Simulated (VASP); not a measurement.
# W2AuN3 (P6mm) in VASP: single point with PBE

Aim: the single point of W2AuN3 with PBE.

All numbers are computed with VASP 6.6.1; they aren't measurements. Logs are shortened: lines on timing, memory, paths and dates and some standing lists are left out, and cuts for length are marked.

## (1) The cell of the first run

The structure is hexagonal, space group P6mm (No. 183). Conventional cell: a = 4.727 Å, b = 4.727 Å, c = 4.201 Å, α = 90.00°, β = 90.00°, γ = 120.00°. W (site symmetry 3m) has 1 N at 1.76 Å within 2.3 Å. Within 2.8 Å of Au (site symmetry 6mm) lie 8 N at 2.06 to 2.73 Å. Within 2.3 Å of N (site symmetry 3m) lie 1 W at 1.76 Å. Within 2.8 Å of N (site symmetry 6mm) lie 2 Au at 2.06 to 2.14 Å and 6 W at 2.76 Å.

The cell was generated, and may not be a known phase.

## (2) Single point, PBE

INCAR

```
PREC = Accurate
ENCUT = 700
EDIFF = 1E-6
ISMEAR = 0
SIGMA = 0.15
LREAL = F
LASPH = T
NELM = 120
ALGO = Normal
ISIF = 2
LWAVE = F
LCHARG = F
GGA = PE
NBANDS = 40
GGA_COMPAT = F
```

KPOINTS

```
regular mesh
0
Gamma
  3 3 2
```

POSCAR

```
W2AuN3
1.0
    4.7267644854      0.0000000000      0.0000000000
   -2.3633822427      4.0934981221      0.0000000000
    0.0000000000      0.0000000000      4.2014583590
W Au N
2 1 3
Direct
    0.3333333333      0.6666666667      0.9886411762
    0.6666666667      0.3333333333      0.9886411762
    0.0000000000      0.0000000000      0.3962567422
    0.3333333333      0.6666666667      0.4074682039
    0.6666666667      0.3333333333      0.4074682039
    0.0000000000      0.0000000000     -0.1133483025
```

Potentials or basis: VASP PAW PBE potentials, release 64 (W_sv, Au_sv_GW, N).

Command:

```sh
$ cat potpaw_PBE.64/W_sv/POTCAR potpaw_PBE.64/Au_sv_GW/POTCAR potpaw_PBE.64/N/POTCAR > POTCAR
$ mpirun -np 1 vasp_std > vasp.out
```

OUTCAR:

```text
PREC = Accurate
   ENCUT = 700
   EDIFF = 1E-6
   ISMEAR = 0
   LREAL = F
   LASPH = T
   NELM = 120
   ISIF = 2
   GGA = PE

 ion  position               nearest neighbor table
   1  0.333  0.667  0.989-   4 1.76   4 2.44   2 2.73   2 2.73   2 2.73   3 3.22   3 3.22   3 3.22

   2  0.667  0.333  0.989-   5 1.76   5 2.44   1 2.73   1 2.73   1 2.73   3 3.22   3 3.22   3 3.22

   3  0.000  0.000  0.396-   6 2.06   6 2.14   1 3.22   2 3.22   2 3.22   1 3.22   2 3.22   1 3.22

   4  0.333  0.667  0.407-   1 1.76   1 2.44
   5  0.667  0.333  0.407-   2 1.76   2 2.44
   6  0.000  0.000  0.887-   3 2.06   3 2.14

  LATTYP: Found a hexagonal cell.
 ALAT       =     4.7267644854
 C/A-ratio  =     0.8888656018

  Lattice vectors:

 A1 = (   4.7267644854,   0.0000000000,   0.0000000000)
 A2 = (  -2.3633822427,   4.0934981221,   0.0000000000)
 A3 = (   0.0000000000,   0.0000000000,   4.2014583590)

Analysis of symmetry for initial positions (statically):
=====================================================================
 Subroutine PRICEL returns:
 Original cell was already a primitive cell.

 Routine SETGRP: Setting up the symmetry group for a
 hexagonal supercell.

 Subroutine GETGRP returns: Found 12 space group operations
 (whereof 12 operations were pure point group operations)
 out of a pool of 24 trial point group operations.

The static configuration has the point symmetry C_6v.

Analysis of symmetry for dynamics (positions and initial velocities):
=====================================================================
 Subroutine PRICEL returns:
 Original cell was already a primitive cell.

 Routine SETGRP: Setting up the symmetry group for a
 hexagonal supercell.

 Subroutine GETGRP returns: Found 12 space group operations
 (whereof 12 operations were pure point group operations)
 out of a pool of 24 trial point group operations.

The dynamic configuration has the point symmetry C_6v.

 Subroutine INISYM returns: Found 12 space group operations
 (whereof 12 operations are pure point group operations),
 and found     1 'primitive' translations

----------------------------------------------------------------------------------------

                                     Primitive cell

  volume of cell :      81.2940

  direct lattice vectors                    reciprocal lattice vectors
     4.726764485  0.000000000  0.000000000     0.211561207  0.122144920  0.000000000
    -2.363382243  4.093498122  0.000000000     0.000000000  0.244289840  0.000000000
     0.000000000  0.000000000  4.201458359     0.000000000  0.000000000  0.238012593

  length of vectors
     4.726764485  4.726764485  4.201458359     0.244289840  0.244289840  0.238012593

  position of ions in fractional coordinates (direct lattice)
     0.333333333  0.666666667  0.988641176
     0.666666667  0.333333333  0.988641176
     0.000000000  0.000000000  0.396256742
     0.333333333  0.666666667  0.407468204
     0.666666667  0.333333333  0.407468204
     0.000000000  0.000000000  0.886651697

  ion indices of the primitive-cell ions
   primitive index   ion index
                 1           1
                 2           2
                 3           3
                 4           4
                 5           5
                 6           6

----------------------------------------------------------------------------------------

 KPOINTS: regular mesh

Automatic generation of k-mesh.
 Grid dimensions read from file:
 generate k-points for:    3    3    2

 Generating k-lattice:

  Cartesian coordinates                     Fractional coordinates (reciprocal lattice)
     0.070520402  0.040714973  0.000000000     0.333333333  0.000000000  0.000000000
     0.000000000  0.081429947  0.000000000     0.000000000  0.333333333  0.000000000
     0.000000000  0.000000000  0.119006297     0.000000000  0.000000000  0.500000000

  Length of vectors
     0.081429947  0.081429947  0.119006297

  Shift w.r.t. Gamma in fractional coordinates (k-lattice)
     0.000000000  0.000000000  0.000000000

 Subroutine IBZKPT returns following result:
 ===========================================

 Found      6 irreducible k-points:

 Following reciprocal coordinates:
            Coordinates               Weight
  0.000000  0.000000  0.000000      1.000000
  0.333333  0.000000  0.000000      6.000000
  0.333333  0.333333  0.000000      2.000000
  0.000000  0.000000  0.500000      1.000000
  0.333333  0.000000  0.500000      6.000000
  0.333333  0.333333  0.500000      2.000000
   k-points           NKPTS =      6   k-points in BZ     NKDIM =      6   number of bands    NBANDS=     40
   number of dos      NEDOS =    301   number of ions     NIONS =      6
   total plane-waves  NPLWV =  63504
   dimension x,y,z NGX =    42 NGY =   42 NGZ =   36
   dimension x,y,z NGXF=    84 NGYF=   84 NGZF=   72
   ions per type =               2   1   3
   NGX,Y,Z   is equivalent  to a cutoff of  14.77, 14.77, 14.24 a.u.
   NGXF,Y,Z  is equivalent  to a cutoff of  29.54, 29.54, 28.49 a.u.
 SYSTEM =  unknown system
   PREC   = accura    normal or accurate (medium, high low for compatibility)
   ISTART =      0    job   : 0-new  1-cont  2-samecut
   ICHARG =      2    charge: 1-file 2-atom 10-const
   ISPIN  =      1    spin polarized calculation?
   LNONCOLLINEAR =      F non collinear calculations
   LSORBIT =      F    spin-orbit coupling
   LASPH  =      T    aspherical Exc in radial PAW
   ENCUT  =  700.0 eV  51.45 Ry    7.17 a.u.  10.20 10.20  9.06*2*pi/ulx,y,z
   NELM   =    120;   NELMIN=  2; NELMDL= -5     # of ELM steps
   EDIFF  = 0.1E-05   stopping-criterion for ELM
   LREAL  =      F    real-space projection
   EDIFFG = 0.1E-04   stopping-criterion for IOM
   NSW    =      0    number of steps for IOM
   IBRION =     -1    ionic relax: 0-MD 1-quasi-New 2-CG
   NFREE  =      0    steps in history (QN), initial steepest desc. (CG)
   ISIF   =      2    stress and relaxation
   ISYM   =      2    0-nonsym 1-usesym 2-fastsym
   POTIM  = 0.5000    time-step for ionic-motion
   TEBEG  =    0.0;   TEEND  =   0.0 temperature during run
   PSTRESS=    0.0 pullay stress
   NELECT =      62.0000    total number of electrons
   NUPDOWN=      -1.0000    fix difference up-down
   EMIN   =  10.00;   EMAX   =-10.00  energy-range for DOS
   EFERMI =   0.00;   METHOD = LEGACY
   ISMEAR =     0;   SIGMA  =   0.15  broadening in eV -4-tet -1-fermi 0-gaus
   EFERMI_NEDOS =   21; number of points for ismear=-14 and -15
   IALGO  =     38    algorithm
   IMIX   =      4    mixing-type and parameters
     AMIX     =   0.40;   BMIX     =  1.00
     AMIX_MAG =   1.60;   BMIX_MAG =  1.00
  volume/ion in A,a.u.               =      13.55        91.43
  Fermi-wavevector in a.u.,A,eV,Ry     =   1.495728  2.826515 30.438970  2.237201
  Thomas-Fermi vector in A             =   2.607835
   LORBIT       =      0    0 simple, 1 ext, 2 COOP (PROOUT), +10 PAW based schemes
   GGA     = PE    functional components
   LHFCALC =     F    Hartree Fock is set to
   AEXX    =    0.0000 exact exchange contribution
   IVDW    =     0    specifies the selected vdW correction
   LEPSILON=     F    determine dielectric tensor
   LRPA    =     F    only Hartree local field effects (RPA)
 non-spin polarized calculation
 Gauss-broadening in eV      SIGMA  =   0.15
  energy-cutoff  :      700.00
  volume of cell :       81.29
 maximum number of plane-waves:      3444
 NGX is ok and might be reduce to    42
   NGX = 21   NGY = 21   NGZ = 19

 number of electron      62.0000003 magnetization

 Free energy of the ion-electron system (eV)
  ---------------------------------------------------
  ext. energy  EPLUGINS =         0.00000000
  ---------------------------------------------------
  free energy    TOTEN  =       -45.64427179 eV

  energy without entropy =      -45.60344064  energy(sigma->0) =      -45.62385622

 E-fermi :   6.8088     XC(G=0): -12.1824

 val. band max:        6.6571315063   @ k =   0.0000   0.0000   0.5000
 cond. band min:       6.8525935181   @ k =   0.3333   0.0000   0.5000
 fundamental gap:      0.1954620118
 Fermi energy:         6.8088335883

 k-point     1 :       0.0000    0.0000    0.0000
  band No.  band energies     occupation
      1     -98.4125      2.00000
      2     -66.8634      2.00000
      3     -66.7721      2.00000
      4     -50.0514      2.00000
      5     -49.6147      2.00000
      6     -49.6147      2.00000
[... 32 lines left out ...]
     39      10.1416      0.00000
     40      11.2471      0.00000

 k-point     2 :       0.3333    0.0000    0.0000
  band No.  band energies     occupation
      1     -98.4124      2.00000
      2     -66.8442      2.00000
      3     -66.7915      2.00000
      4     -50.0514      2.00000
      5     -49.6148      2.00000
      6     -49.6148      2.00000
[... 32 lines left out ...]
     39      11.1212      0.00000
     40      11.8452      0.00000

 k-point     3 :       0.3333    0.3333    0.0000
  band No.  band energies     occupation
      1     -98.4124      2.00000
      2     -66.8179      2.00000
      3     -66.8179      2.00000
      4     -50.0514      2.00000
      5     -49.6148      2.00000
      6     -49.6148      2.00000
[... 32 lines left out ...]
     39      11.3351      0.00000
     40      11.4498      0.00000

 k-point     4 :       0.0000    0.0000    0.5000
  band No.  band energies     occupation
      1     -98.4124      2.00000
      2     -66.8633      2.00000
      3     -66.7720      2.00000
      4     -50.0523      2.00000
      5     -49.6146      2.00000
      6     -49.6146      2.00000
[... 32 lines left out ...]
     39      13.7210      0.00000
     40      14.4273      0.00000

 k-point     5 :       0.3333    0.0000    0.5000
  band No.  band energies     occupation
      1     -98.4124      2.00000
      2     -66.8441      2.00000
      3     -66.7914      2.00000
      4     -50.0523      2.00000
      5     -49.6147      2.00000
      6     -49.6147      2.00000
[... 32 lines left out ...]
     39      12.1225      0.00000
     40      13.7865      0.00000

 k-point     6 :       0.3333    0.3333    0.5000
  band No.  band energies     occupation
      1     -98.4125      2.00000
      2     -66.8178      2.00000
      3     -66.8178      2.00000
      4     -50.0524      2.00000
      5     -49.6148      2.00000
      6     -49.6148      2.00000
[... 32 lines left out ...]
     39      11.8565      0.00000
     40      12.2166      0.00000

------------------------ aborting loop because EDIFF is reached ----------------------------------------

  FORCE on cell =-STRESS in cart. coord.  units (eV):
  Direction    XX          YY          ZZ          XY          YZ          ZX
  --------------------------------------------------------------------------------------
  -------------------------------------------------------------------------------------
  Total       -0.0805631     -0.0805631      0.3189892      0.0000000      0.0000000     -0.0000000
  in kB       -1.5877711     -1.5877711      6.2867757      0.0000000      0.0000000     -0.0000000
  external PRESSURE =       1.0370778 kB  Pullay stress =       0.0000000 kB

 VOLUME and BASIS-vectors are now :
 -----------------------------------------------------------------------------
  energy-cutoff  :      700.00
  volume of cell :       81.29
      direct lattice vectors                 reciprocal lattice vectors
     4.726764485  0.000000000  0.000000000     0.211561207  0.122144920  0.000000000
    -2.363382243  4.093498122  0.000000000     0.000000000  0.244289840  0.000000000
     0.000000000  0.000000000  4.201458359     0.000000000  0.000000000  0.238012593

 POSITION                                       TOTAL-FORCE (eV/Angst)
 -----------------------------------------------------------------------------------
     -0.00000      2.72900      4.15373        -0.000000     -0.000000     -0.207679
      2.36338      1.36450      4.15373         0.000000      0.000000     -0.207679
      0.00000      0.00000      1.66486         0.000000     -0.000000      0.004461
     -0.00000      2.72900      1.71196        -0.000000     -0.000000      0.209461
      2.36338      1.36450      1.71196         0.000000     -0.000000      0.209461
      0.00000      0.00000      3.72523         0.000000     -0.000000     -0.008025
 -----------------------------------------------------------------------------------
    total drift:                               -0.000000     -0.000000      0.000501

  FREE ENERGIE OF THE ION-ELECTRON SYSTEM (eV)
  ---------------------------------------------------
  free  energy   TOTEN  =       -45.6442717945 eV

  energy  without entropy=      -45.6034406415  energy(sigma->0) =      -45.62385622
```

Wall time 74 s (1 thread of AMD EPYC 7R43 (Zen 3), shared host); peak memory 0.21 GiB.

Results:

| Property | Result |
| --- | --- |
| Free energy | -45.6443 eV |
| Pressure | 0.1 GPa |
| Largest force | 0.209 eV/Å |
| Band gap on the k mesh | zero (bands 31 and 32 overlap by 0.60 eV) |

Forces in eV/Å, atoms in the order of the input:
```
W    0.000  0.000 -0.208
W    0.000  0.000 -0.208
Au   0.000  0.000  0.004
N    0.000  0.000  0.209
N    0.000  0.000  0.209
N    0.000  0.000 -0.008
```

Stress tensor (GPa, compression positive):
```
-0.16  0.00  0.00
 0.00 -0.16  0.00
 0.00  0.00  0.63
```

Levels at points of the mesh, in eV from the Fermi level:
```tsv
k point	band 28	band 29	band 30	band 31	band 32	band 33	band 34	band 35
(0.00, 0.00, 0.00)	-1.29	-1.07	-0.86	-0.41	-0.41	1.13	1.13	2.74
(0.00, 0.00, 0.50)	-1.14	-1.14	-0.64	-0.15	-0.15	2.96	2.96	3.39
```

Caveat: the k points lie up to 0.75 Å⁻¹ apart, too coarse for converged energies and pressures of a metal; spin-orbit coupling is left out, which moves the levels of the heavy elements.

The gap in the log of VASP goes by the Fermi energy; the results here count the filled bands.